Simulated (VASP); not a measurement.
Bi, 1 atom in the cell. The structure is cubic, space group Fm-3m (No. 225). The conventional cell has a = 5.276 Å, b = 5.276 Å, c = 5.276 Å, α = 90.00°, β = 90.00°, γ = 90.00°. Bi (site symmetry m-3m) has 12 Bi at 3.73 Å within 4.9 Å.  This cell differs from its parent crystal: volume scaled by 1.12.

* Program: VASP 6.6.1
* Task: single point
* Functional: RPBE
* Potentials or basis: VASP PAW PBE potentials, release 64 (Bi_d)
* Cutoff: 520 eV
* k mesh: 12 × 12 × 12
* Occupations: fermi-dirac, width 0.1 eV
* Spin: no spin polarisation
* Dipole correction: no
* Further INCAR settings: ALGO = Normal; EDIFF = 1e-06; NBANDS = 14

Potentials or basis: VASP PAW PBE potentials, release 64 (Bi_d).

The run is started by

```sh
$ cat potpaw_PBE.64/Bi_d/POTCAR > POTCAR
$ mpirun -np 1 vasp_std > vasp.out
```

Hardware: 1 thread of Intel(R) Xeon(R) 6975P-C (Granite Rapids) (shared host).

Q: How long does it take, and how much memory?

A: Wall time 13 s on 1 thread of Intel(R) Xeon(R) 6975P-C (Granite Rapids) (shared host), peak memory 0.16 GiB. Counts: scf iterations 11, k points 72.
